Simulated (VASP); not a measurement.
A run of VASP 6.6.1 is set up as follows.

POSCAR

```
Pb
1.0
    3.5144576865      0.0000000000      0.0000000000
   -1.7572288432      3.0436096371      0.0000000000
    0.0000000000      0.0000000000      5.6453501343
Pb
2
Direct
    0.6666666667      0.3333333333      0.7500000000
    0.3333333333      0.6666666667      0.2500000000
```

The input INCAR.step1:

```
GGA      = PS             # functional
ISMEAR   = 0              # smearing method
SIGMA    = 0.04           # smearing width, eV
LWAVE    = F              # write WAVECAR
LCHARG   = F              # write CHGCAR
NSW      = 80             # ionic steps
PREC     = Accurate       # precision mode
LASPH    = T              # aspherical terms in the spheres
LREAL    = F              # projectors in reciprocal space
ALGO     = Normal         # electronic algorithm
EDIFF    = 1E-7           # SCF threshold, eV
NELM     = 120            # most SCF steps
GGA_COMPAT= F            
IBRION   = 2              # ionic algorithm
ISIF     = 3              # what is computed and relaxed
EDIFFG   = -0.002         # ionic threshold
NELMIN   = 4            
ENCUT    = 620            # plane-wave cutoff, eV
KPAR     = 4            
POTIM    = 0.5            # step
```

INCAR.step4

```
GGA      = PS             # functional
ISMEAR   = 0              # smearing method
SIGMA    = 0.04           # smearing width, eV
LWAVE    = F              # write WAVECAR
LCHARG   = F              # write CHGCAR
PREC     = Accurate       # precision mode
LASPH    = T              # aspherical terms in the spheres
LREAL    = F              # projectors in reciprocal space
ALGO     = Normal         # electronic algorithm
EDIFF    = 1E-7           # SCF threshold, eV
NELM     = 120            # most SCF steps
GGA_COMPAT= F            
ISIF     = 2              # what is computed and relaxed
ENCUT    = 620            # plane-wave cutoff, eV
KPAR     = 4
```

Contents of KPOINTS:

```
Automatic mesh
0
Gamma
  12 12 7
  0 0 0
```

Potentials or basis: VASP PAW PBE potentials, release 64 (Pb_d).

Launch:

```sh
$ cat potpaw_PBE.64/Pb_d/POTCAR > POTCAR
$ cp INCAR.step1 INCAR
$ cp POSCAR.step1 POSCAR
$ mpirun -np 4 vasp_std > vasp.out
$ cp CONTCAR POSCAR
$ mpirun -np 4 vasp_std > vasp.out
$ cp CONTCAR POSCAR
$ mpirun -np 4 vasp_std > vasp.out
$ cp CONTCAR POSCAR
$ cp INCAR.step4 INCAR
$ mpirun -np 4 vasp_std > vasp.out
```

Predict the space group after relaxing (to 0.1 Å).

P6_3/mmc (No. 194).

What does it give for the relaxed cell?

a = 3.445 Å, b = 3.445 Å, c = 5.861 Å, α = 90.00°, β = 90.00°, γ = 120.00°.

The path:
```csv
step,energy change (eV),largest force (eV/Å),pressure (GPa),volume (Å³)
1,0.0000,0.0000,-0.48,60.39
2,-0.0018,0.0000,0.17,59.59
3,-0.0018,0.0000,0.19,59.57
4,-0.0035,0.0000,0.35,59.53
5,-0.0086,0.0000,0.68,59.40
6,0.0001,0.0000,1.13,59.06
7,-0.0095,0.0000,0.76,59.33
8,-0.0103,0.0000,0.60,59.52
9,-0.0110,0.0000,0.31,59.88
10,-0.0113,0.0000,0.25,59.95
11,-0.0117,0.0000,0.05,60.18
12,-0.0117,0.0000,0.02,60.22
13,-0.0117,0.0000,0.01,60.23
14,-0.0117,0.0000,0.01,60.24
15,-0.0117,0.0000,0.00,60.25
16,-0.0118,0.0000,0.00,60.25
17,-0.0118,0.0000,0.00,60.25
18,-0.0118,0.0000,0.00,60.25
19,-0.0118,0.0000,0.00,60.25
```

Caveat: the PAW data sets were made with another functional, which shifts forces and pressure a little.
